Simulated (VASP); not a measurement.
The system is Nb.

```
Nb
1.0
    -1.66395    1.66395    1.66395
     1.66395   -1.66395    1.66395
     1.66395    1.66395   -1.66395
Nb
1
Direct
  0.00000 0.00000 0.00000
```

* Program: VASP 6.6.1
* Task: relaxation of cell and atoms
* Functional: r2SCAN
* Potentials or basis: VASP PAW PBE potentials, release 64 (Nb_sv)
* Cutoff: 550 eV
* k mesh: 11 × 11 × 11
* Occupations: methfessel-paxton, width 0.05 eV
* Spin: no spin polarisation

At the start: pressure -3.4 GPa; volume 18.43 Å³/atom.

**Question.** Where does the relaxation end?

**Answer.** Over 3 steps the energy falls by 3.6 meV/atom and the volume is 18.10 Å³/atom (-1.8 %); space group Im-3m (No. 229, to 0.1 Å) before and after.

The path:
```tsv
step	energy change (eV)	largest force (eV/Å)	pressure (GPa)	volume (Å³)
1	0.0000	0.0000	-3.36	18.43
2	0.0123	0.0000	7.52	17.42
3	-0.0036	0.0000	-0.10	18.10
```

Final structure:
```
Nb
1.0
    -1.65412    1.65412    1.65412
     1.65412   -1.65412    1.65412
     1.65412    1.65412   -1.65412
Nb
1
Direct
  0.00000 0.00000 0.00000
```

Caveat: the PAW data sets were made with another functional, which shifts forces and pressure a little.
